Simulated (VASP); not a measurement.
Ru14W (vh.u): relaxation of the atoms with PBE

The system is Ru14W (vh.u), a slab with vacuum.

```
Ru W
1.0
     4.07944    2.35526    0.00000
    -4.07944    2.35526    0.00000
     0.00000    0.00000   20.59361
Ru W
14 1
Direct
  0.33333 0.33333 0.29135
  0.66667 0.00000 0.29135
  0.00000 0.66667 0.29135
  0.33333 0.00000 0.39568
  0.66667 0.66667 0.39568
  0.00000 0.33333 0.39568
  0.33333 0.33333 0.50000
  0.66667 0.00000 0.50000
  0.00000 0.66667 0.50000
  0.66667 0.66667 0.60432
  0.00000 0.33333 0.60432
  0.33333 0.33333 0.70865
  0.66667 0.00000 0.70865
  0.00000 0.66667 0.70865
  0.33333 0.00000 0.60432
```

```yaml
Program: VASP 6.6.1
Task: relaxation of the atoms
Functional: PBE
Potentials_or_basis: VASP PAW PBE potentials, release 64 (Ru_pv, W_sv)
Cutoff: 520 eV
k_mesh: 6 × 6 × 1
Occupations: methfessel-paxton, width 0.1 eV
Spin: no spin polarisation
Dipole_correction: yes
Further_INCAR_settings: LREAL = Auto; ALGO = Normal; EDIFF = 1e-06; IBRION = 2; EDIFFG = -0.08; NSW = 90
```

- Energy gained by relaxing: 16.9 meV/atom
- Ionic steps: 4
- Largest force after relaxing: 0.079 eV/Å
- Band gap on the k mesh: zero (band 105 reaches 4.67 eV, above the bottom of band 106 at 4.10 eV)

Forces in eV/Å, atoms in the order of the input:
```
Ru   0.011 -0.006  0.019
Ru  -0.011 -0.006  0.019
Ru   0.000  0.013  0.019
Ru   0.000  0.000  0.079
Ru   0.000  0.000  0.032
Ru   0.000  0.000  0.032
Ru  -0.009  0.005 -0.038
Ru   0.009  0.005 -0.038
Ru   0.000 -0.011 -0.038
Ru   0.000  0.000 -0.035
Ru   0.000  0.000 -0.035
Ru  -0.043  0.025 -0.012
Ru   0.043  0.025 -0.012
Ru   0.000 -0.050 -0.012
W    0.000  0.000  0.022
```

Step by step:
```csv
step,energy change (eV),largest force (eV/Å),pressure (GPa)
1,0.0000,1.4147,-2.60
2,-0.2469,0.1415,-1.42
3,-0.2470,0.1443,-1.39
4,-0.2529,0.0792,-1.35
```

Final structure:
```
Ru W
1.0
     4.07944    2.35526    0.00000
    -4.07944    2.35526    0.00000
     0.00000    0.00000   20.59361
Ru W
14 1
Direct
  0.33333 0.33372 0.29339
  0.66705 0.00000 0.29339
  0.99961 0.66628 0.29339
  0.33333 0.00000 0.39466
  0.66667 0.66667 0.39293
  0.00000 0.33333 0.39293
  0.33333 0.33550 0.49904
  0.66883 0.00000 0.49904
  0.99783 0.66450 0.49904
  0.66667 0.66667 0.60645
  0.00000 0.33333 0.60645
  0.33333 0.33506 0.70727
  0.66839 0.00000 0.70727
  0.99827 0.66494 0.70727
  0.33333 0.00000 0.60749
```

Levels at points of the mesh, in eV from the Fermi level:
```tsv
k point	band 103	band 104	band 105	band 106	band 107	band 108
(0.00, 0.00, 0.00)	-0.78	-0.21	-0.21	0.11	0.11	0.37
(0.50, 0.00, 0.00)	-0.22	0.06	0.15	0.24	0.47	0.53
```

Run time: 22 min on 1 thread of AMD EPYC 9R45 96-Core Processor (Zen 5) (shared host), peak memory 0.6 GiB.

Caveat: spin-orbit coupling is left out, which moves the levels of the heavy elements; the relaxation stopped at a loose force limit of 0.08 eV/Å, so its end isn't a converged minimum.
